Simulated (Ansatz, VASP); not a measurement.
**Ta4H3: VASP beside Ansatz**

The input INCAR:

```
SYSTEM = Ta4H3
PREC     = Accurate       ! precision mode
ENCUT    = 600            ! plane-wave cutoff, eV
EDIFF    = 1E-6           ! SCF threshold, eV
ISMEAR   = 0              ! smearing method
SIGMA    = 0.2            ! smearing width, eV
LREAL    = .False.        ! projectors in reciprocal space
LASPH    = .True.         ! aspherical terms in the spheres
NELM     = 100            ! most SCF steps
ALGO     = Normal         ! electronic algorithm
ISIF     = 3              ! what is computed and relaxed
LWAVE    = .False.        ! write WAVECAR
LCHARG   = .False.        ! write CHGCAR
GGA      = PE             ! functional
IBRION   = 2              ! ionic algorithm
NSW      = 80             ! ionic steps
EDIFFG   = -0.025         ! ionic threshold
```

File KPOINTS:

```
Automatic mesh
0
Gamma
  6 4 4
  0 0 0
```

Contents of POSCAR:

```
Ta4H3
1.0
    3.4609228829     -0.0463643060     -0.0409824487
   -0.0637603667      4.7929223773     -0.1392910612
   -0.0569220436     -0.1406820812      4.9095866441
Ta H
4 3
Direct
    0.2308812195      0.1992817269      0.7527501870
    0.7666902510      0.2176839591      0.2571392797
    0.2296742541      0.7747229059      0.2790193792
    0.7468506394      0.7963114213      0.7553243311
    0.5764911709      0.5166641803      0.5205179536
    0.4674045807      0.5236115662     -0.0359535818
   -0.0179921156     -0.0282757596      0.4712024512
```

Input for Ansatz:

```yaml
crystal:
  lattice:
    - [3.4609228829, -0.046364306, -0.0409824487]
    - [-0.0637603667, 4.7929223773, -0.1392910612]
    - [-0.0569220436, -0.1406820812, 4.9095866441]
  atoms:
    - { symbol: Ta, position: [0.2308812195, 0.1992817269, 0.752750187] }
    - { symbol: Ta, position: [0.766690251, 0.2176839591, 0.2571392797] }
    - { symbol: Ta, position: [0.2296742541, 0.7747229059, 0.2790193792] }
    - { symbol: Ta, position: [0.7468506394, 0.7963114213, 0.7553243311] }
    - { symbol: H, position: [0.5764911709, 0.5166641803, 0.5205179536] }
    - { symbol: H, position: [0.4674045807, 0.5236115662, -0.0359535818] }
    - { symbol: H, position: [-0.0179921156, -0.0282757596, 0.4712024512] }
basis:
  ecutwfc: 420
kpoints:
  mp_grid: { grid: [6, 4, 4] }
hamiltonian:
  xc: pbe
scf:
  occupations: { method: gaussian, width: 0.2 }
  lower_state_search: "off"
output:
  forces: true
  stress: true
  eigenvalues: true
relax:
  adjacent_minimum: "off"
  f_tol: 0.025
  max_steps: 60
  cell: { stress_tol: 0.25 }
```

Change from the starting cell: cell x1, atoms moved at random (sigma 0.15 Å) and cell strained at random (1.5 %), then relaxed without symmetry.

Alike in both runs: task relaxation of cell and atoms; functional PBE; k mesh 6 × 4 × 4; occupations gaussian, width 0.2 eV; no spin polarisation.

|  | VASP | Ansatz |
| --- | --- | --- |
| version | VASP 6.6.1 | Ansatz 0.2.0 |
| potentials or method | VASP PAW PBE potentials, release 64 (Ta_pv, H), cutoff 600 eV | scalar-relativistic, plane waves, PAW |
| valence electrons in the cell | 47 | 55 |

Ansatz gave:

- gap on the k mesh at the Fermi level, each at its own relaxed structure (eV): none
- relaxed volume (Å³/atom): 11.51
- relaxed length of the cell vector where the two differ most in proportion (Å): 4.832

Which values does VASP return?

gap on the k mesh at the Fermi level, each at its own relaxed structure (eV): none; relaxed volume (Å³/atom): 11.52; relaxed length of the cell vector where the two differ most in proportion (Å): 4.836.

A gap of «none» marks a metal or a gap that the smearing closes. VASP's potentials hold 47 valence electrons a cell and Ansatz's 55, so a difference there can come from the potentials and not from the codes.

Neither program's run includes spin-orbit coupling.
